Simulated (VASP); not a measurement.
# AlIn3As4 (P-4m2) in VASP: relaxation of cell and atoms with PBE

Aim: the relaxation of cell and atoms of AlIn3As4 with PBE.

All numbers are computed with VASP 6.6.1; they aren't measurements. Logs are shortened: lines on timing, memory, paths and dates and some standing lists are left out, and cuts for length are marked.

## Step 1: The cell of the first run

The structure is tetragonal, space group P-4m2 (No. 115). The conventional cell has a = 4.286 Å, b = 4.286 Å, c = 12.159 Å, α = 90.00°, β = 90.00°, γ = 90.00°. Al (site symmetry -4m2) has 4 As at 2.52 Å within 3.3 Å. In (site symmetry 2mm) has 4 As at 2.66 to 2.67 Å within 3.5 Å. In (site symmetry -4m2) has 4 As at 2.66 Å within 3.5 Å. Within 3.5 Å of As (site symmetry 2mm) lie 4 In at 2.66 Å. As (site symmetry 2mm) has 2 Al at 2.52 Å and 2 In at 2.67 Å within 3.3 Å.

## Step 2: Relaxation of cell and atoms, PBE

Contents of INCAR:

```
SYSTEM = AlIn3As4
PREC = Accurate ; ENCUT = 600
EDIFF = 1E-7 ; ISMEAR = 0
SIGMA = 0.1 ; LREAL = .FALSE.
LASPH = .TRUE. ; NELM = 80
ALGO = Fast ; ISIF = 3
LWAVE = .FALSE. ; LCHARG = .FALSE.
GGA = PE ; IBRION = 2
NSW = 100 ; EDIFFG = -0.01
```

Contents of KPOINTS:

```
Automatic mesh
0
G
  10 10 4
  0 0 0
```

Contents of POSCAR:

```
AlIn3As4
1.0
    4.2856977000      0.0000000000      0.0000000000
    0.0000000000      4.2856977000      0.0000000000
    0.0000000000      0.0000000000     12.1589052000
Al In As
1 3 4
Direct
    0.5000000000      0.5000000000      0.5000000000
    0.0000000000      0.0000000000      0.7404840000
    0.5000000000      0.5000000000      0.0000000000
    0.0000000000      0.0000000000      0.2595160000
    0.5000000000      0.0000000000      0.1297700000
    0.0000000000      0.5000000000      0.3906400000
    0.5000000000      0.0000000000      0.6093600000
    0.0000000000      0.5000000000      0.8702300000
```

Potentials or basis: VASP PAW PBE potentials, release 64 (Al, In_d, As).

Launch:

```console
> cat potpaw_PBE.64/Al/POTCAR potpaw_PBE.64/In_d/POTCAR potpaw_PBE.64/As/POTCAR > POTCAR
> mpirun -np 1 vasp_std > vasp.out
```

OUTCAR:

```text
SYSTEM = AlIn3As4
   PREC = Accurate
   ENCUT = 600
   EDIFF = 1E-7
   ISMEAR = 0
   LREAL = .FALSE.
   LASPH = .TRUE.
   NELM = 80
   ISIF = 3
   GGA = PE
   IBRION = 2
   NSW = 100
   EDIFFG = -0.01

 ion  position               nearest neighbor table
   1  0.500  0.500  0.500-   6 2.52   7 2.52   7 2.52   6 2.52
   2  0.000  0.000  0.740-   8 2.66   8 2.66   7 2.67   7 2.67
   3  0.500  0.500  0.000-   5 2.66   8 2.66   5 2.66   8 2.66
   4  0.000  0.000  0.260-   5 2.66   5 2.66   6 2.67   6 2.67
   5  0.500  0.000  0.130-   4 2.66   4 2.66   3 2.66   3 2.66
   6  0.000  0.500  0.391-   1 2.52   1 2.52   4 2.67   4 2.67
   7  0.500  0.000  0.609-   1 2.52   1 2.52   2 2.67   2 2.67
   8  0.000  0.500  0.870-   2 2.66   2 2.66   3 2.66   3 2.66

  LATTYP: Found a simple tetragonal cell.
 ALAT       =     4.2856977000
 C/A-ratio  =     2.8370888595

  Lattice vectors:

 A1 = (   4.2856977000,   0.0000000000,   0.0000000000)
 A2 = (   0.0000000000,   4.2856977000,   0.0000000000)
 A3 = (   0.0000000000,   0.0000000000,  12.1589052000)

Analysis of symmetry for initial positions (statically):
=====================================================================
 Subroutine PRICEL returns:
 Original cell was already a primitive cell.

 Routine SETGRP: Setting up the symmetry group for a
 simple tetragonal supercell.

 Subroutine GETGRP returns: Found  8 space group operations
 (whereof  8 operations were pure point group operations)
 out of a pool of 16 trial point group operations.

The static configuration has the point symmetry D_2d.

Analysis of symmetry for dynamics (positions and initial velocities):
=====================================================================
 Subroutine PRICEL returns:
 Original cell was already a primitive cell.

 Routine SETGRP: Setting up the symmetry group for a
 simple tetragonal supercell.

 Subroutine GETGRP returns: Found  8 space group operations
 (whereof  8 operations were pure point group operations)
 out of a pool of 16 trial point group operations.

The dynamic configuration has the point symmetry D_2d.

 Subroutine INISYM returns: Found  8 space group operations
 (whereof  8 operations are pure point group operations),
 and found     1 'primitive' translations

----------------------------------------------------------------------------------------

                                     Primitive cell

  volume of cell :     223.3251

  direct lattice vectors                    reciprocal lattice vectors
     4.285697700  0.000000000  0.000000000     0.233334236  0.000000000  0.000000000
     0.000000000  4.285697700  0.000000000     0.000000000  0.233334236  0.000000000
     0.000000000  0.000000000 12.158905200     0.000000000  0.000000000  0.082244247

  length of vectors
     4.285697700  4.285697700 12.158905200     0.233334236  0.233334236  0.082244247

  position of ions in fractional coordinates (direct lattice)
     0.500000000  0.500000000  0.500000000
     0.000000000  0.000000000  0.740484000
     0.500000000  0.500000000  0.000000000
     0.000000000  0.000000000  0.259516000
     0.500000000  0.000000000  0.129770000
     0.000000000  0.500000000  0.390640000
     0.500000000  0.000000000  0.609360000
     0.000000000  0.500000000  0.870230000

  ion indices of the primitive-cell ions
   primitive index   ion index
                 1           1
                 2           2
                 3           3
                 4           4
                 5           5
                 6           6
                 7           7
                 8           8

----------------------------------------------------------------------------------------

 KPOINTS: Automatic mesh

Automatic generation of k-mesh.
 Grid dimensions read from file:
 generate k-points for:   10   10    4

 Generating k-lattice:

  Cartesian coordinates                     Fractional coordinates (reciprocal lattice)
     0.023333424  0.000000000  0.000000000     0.100000000  0.000000000  0.000000000
     0.000000000  0.023333424  0.000000000     0.000000000  0.100000000  0.000000000
     0.000000000  0.000000000  0.020561062     0.000000000  0.000000000  0.250000000

  Length of vectors
     0.023333424  0.023333424  0.020561062

  Shift w.r.t. Gamma in fractional coordinates (k-lattice)
     0.000000000  0.000000000  0.000000000

 Subroutine IBZKPT returns following result:
 ===========================================

 Found     63 irreducible k-points:

 Following reciprocal coordinates:
            Coordinates               Weight
  0.000000  0.000000  0.000000      1.000000
  0.100000  0.000000  0.000000      4.000000
  0.200000  0.000000  0.000000      4.000000
  0.300000  0.000000  0.000000      4.000000
  0.400000  0.000000  0.000000      4.000000
  0.500000  0.000000  0.000000      2.000000
[... 16 lines left out ...]
  0.100000  0.000000  0.250000      8.000000
  0.200000  0.000000  0.250000      8.000000
 [... further k-points ...]
   k-points           NKPTS =     63   k-points in BZ     NKDIM =     63   number of bands    NBANDS=     37
   number of dos      NEDOS =    301   number of ions     NIONS =      8
   total plane-waves  NPLWV = 127008
   dimension x,y,z NGX =    36 NGY =   36 NGZ =   98
   dimension x,y,z NGXF=    72 NGYF=   72 NGZF=  196
   ions per type =               1   3   4
   NGX,Y,Z   is equivalent  to a cutoff of  13.96, 13.96, 13.40 a.u.
   NGXF,Y,Z  is equivalent  to a cutoff of  27.93, 27.93, 26.80 a.u.
 SYSTEM =  AlIn3As4
   PREC   = accura    normal or accurate (medium, high low for compatibility)
   ISTART =      0    job   : 0-new  1-cont  2-samecut
   ICHARG =      2    charge: 1-file 2-atom 10-const
   ISPIN  =      1    spin polarized calculation?
   LNONCOLLINEAR =      F non collinear calculations
   LSORBIT =      F    spin-orbit coupling
   LASPH  =      T    aspherical Exc in radial PAW
   ENCUT  =  600.0 eV  44.10 Ry    6.64 a.u.   8.56  8.56 24.28*2*pi/ulx,y,z
   NELM   =     80;   NELMIN=  2; NELMDL= -5     # of ELM steps
   EDIFF  = 0.1E-06   stopping-criterion for ELM
   LREAL  =      F    real-space projection
   EDIFFG = -.1E-01   stopping-criterion for IOM
   NSW    =    100    number of steps for IOM
   IBRION =      2    ionic relax: 0-MD 1-quasi-New 2-CG
   NFREE  =      1    steps in history (QN), initial steepest desc. (CG)
   ISIF   =      3    stress and relaxation
   ISYM   =      2    0-nonsym 1-usesym 2-fastsym
   POTIM  = 0.5000    time-step for ionic-motion
   TEBEG  =    0.0;   TEEND  =   0.0 temperature during run
   PSTRESS=    0.0 pullay stress
   NELECT =      62.0000    total number of electrons
   NUPDOWN=      -1.0000    fix difference up-down
   EMIN   =  10.00;   EMAX   =-10.00  energy-range for DOS
   EFERMI =   0.00;   METHOD = LEGACY
   ISMEAR =     0;   SIGMA  =   0.10  broadening in eV -4-tet -1-fermi 0-gaus
   EFERMI_NEDOS =   21; number of points for ismear=-14 and -15
   IALGO  =     68    algorithm
   IMIX   =      4    mixing-type and parameters
     AMIX     =   0.40;   BMIX     =  1.00
     AMIX_MAG =   1.60;   BMIX_MAG =  1.00
  volume/ion in A,a.u.               =      27.92       188.38
  Fermi-wavevector in a.u.,A,eV,Ry     =   1.067971  2.018173 15.518295  1.140563
  Thomas-Fermi vector in A             =   2.203605
   LORBIT       =      0    0 simple, 1 ext, 2 COOP (PROOUT), +10 PAW based schemes
   GGA     = PE    functional components
   LHFCALC =     F    Hartree Fock is set to
   AEXX    =    0.0000 exact exchange contribution
   IVDW    =     0    specifies the selected vdW correction
   LEPSILON=     F    determine dielectric tensor
   LRPA    =     F    only Hartree local field effects (RPA)
 conjugate gradient relaxation of ions
 non-spin polarized calculation
 RMM-DIIS sequential band-by-band and
 Gauss-broadening in eV      SIGMA  =   0.10
  energy-cutoff  :      600.00
  volume of cell :      223.33
 maximum number of plane-waves:      7489
 NGX is ok and might be reduce to    36
   NGX = 17   NGY = 17   NGZ = 49

--------------------------------------- Ionic step        1  -------------------------------------------

 number of electron      62.0000021 magnetization

 Free energy of the ion-electron system (eV)
  ---------------------------------------------------
  ext. energy  EPLUGINS =         0.00000000
  ---------------------------------------------------
  free energy    TOTEN  =       -32.43962489 eV

  energy without entropy =      -32.43904735  energy(sigma->0) =      -32.43933612

------------------------ aborting loop because EDIFF is reached ----------------------------------------

  FORCE on cell =-STRESS in cart. coord.  units (eV):
  Direction    XX          YY          ZZ          XY          YZ          ZX
  --------------------------------------------------------------------------------------
  -------------------------------------------------------------------------------------
  Total        0.1404132      0.1404132      0.1328382      0.0000000      0.0000000      0.0000000
  in kB        1.0073516      1.0073516      0.9530070      0.0000000      0.0000000      0.0000000
  external PRESSURE =       0.9892368 kB  Pullay stress =       0.0000000 kB
[... 111 lines left out ...]
  energy  without entropy=      -32.4391223676  energy(sigma->0) =      -32.43941060

--------------------------------------- Ionic step        4  -------------------------------------------

 number of electron      62.0000020 magnetization

 Free energy of the ion-electron system (eV)
  ---------------------------------------------------
  ext. energy  EPLUGINS =         0.00000000
  ---------------------------------------------------
  free energy    TOTEN  =       -32.43969841 eV

  energy without entropy =      -32.43912228  energy(sigma->0) =      -32.43941035

 E-fermi :   3.9305     XC(G=0):  -8.8464

 val. band max:        3.8758276592   @ k =   0.0000   0.0000   0.0000
 cond. band min:       4.6191481610   @ k =   0.0000   0.0000   0.2500
 fundamental gap:      0.7433205018
 Fermi energy:         3.9305091264

 k-point     1 :       0.0000    0.0000    0.0000
  band No.  band energies     occupation
      1     -10.4953      2.00000
      2     -10.4482      2.00000
      3     -10.3952      2.00000
      4     -10.3506      2.00000
      5     -10.3506      2.00000
      6     -10.3282      2.00000
[... 949 lines left out ...]
     36       7.2779      0.00000
     37       7.6995      0.00000

 [... further k-points ...]

------------------------ aborting loop because EDIFF is reached ----------------------------------------

  FORCE on cell =-STRESS in cart. coord.  units (eV):
  Direction    XX          YY          ZZ          XY          YZ          ZX
  --------------------------------------------------------------------------------------
  -------------------------------------------------------------------------------------
  Total       -0.0244291     -0.0244291     -0.0323215      0.0000000      0.0000000      0.0000000
  in kB       -0.1749713     -0.1749713     -0.2315002      0.0000000      0.0000000      0.0000000
  external PRESSURE =      -0.1938143 kB  Pullay stress =       0.0000000 kB
[... 23 lines left out ...]
  FREE ENERGIE OF THE ION-ELECTRON SYSTEM (eV)
  ---------------------------------------------------
  free  energy   TOTEN  =       -32.4396984142 eV

  energy  without entropy=      -32.4391222784  energy(sigma->0) =      -32.43941035

 reached required accuracy - stopping structural energy minimisation
```

It took 61 min on 1 thread of Oxide Virtual Turin-like, shared host; peak memory 0.73 GiB.

Results:

```yaml
Free_energy: -32.4397 eV
Relaxed_volume: 27.96 Å³/atom
Relaxed_cell: a = 4.288 Å, b = 4.288 Å, c = 12.165 Å, α = 90.00°, β = 90.00°, γ = 90.00°
Space_group_after_relaxing_to_0.1_Å: P-4m2 (No. 115)
Energy_gained_by_relaxing: 0.0 meV/atom
Ionic_steps: 4
Pressure_after_relaxing: 0.0 GPa
Largest_force_after_relaxing: 0.009 eV/Å
Band_gap_on_the_k_mesh: zero (filled and empty bands touch)
```

Forces on the atoms (eV/Å):
```
Al   0.000  0.000  0.000
In   0.000  0.000 -0.001
In   0.000  0.000  0.000
In   0.000  0.000  0.001
As   0.000  0.000  0.002
As   0.000  0.000 -0.009
As   0.000  0.000  0.009
As   0.000  0.000 -0.002
```

Final structure:
```cif
data_structure
_symmetry_space_group_name_H-M 'P 1'
_symmetry_Int_Tables_number 1
_cell_length_a 4.2881
_cell_length_b 4.2881
_cell_length_c 12.1653
_cell_angle_alpha 90.000
_cell_angle_beta 90.000
_cell_angle_gamma 90.000
_cell_volume 223.69
loop_
_atom_site_label
_atom_site_type_symbol
_atom_site_fract_x
_atom_site_fract_y
_atom_site_fract_z
_atom_site_occupancy
Al1 Al 0.50000 0.50000 0.50000 1
In1 In 0.00000 0.00000 0.74047 1
In2 In 0.50000 0.50000 0.00000 1
In3 In 0.00000 0.00000 0.25953 1
As1 As 0.50000 0.00000 0.12977 1
As2 As 0.00000 0.50000 0.39061 1
As3 As 0.50000 0.00000 0.60939 1
As4 As 0.00000 0.50000 0.87023 1
```

Caveat: semilocal functionals underestimate gaps, so a narrow gap can read as zero; spin-orbit coupling is left out, which moves the levels of the heavy elements.
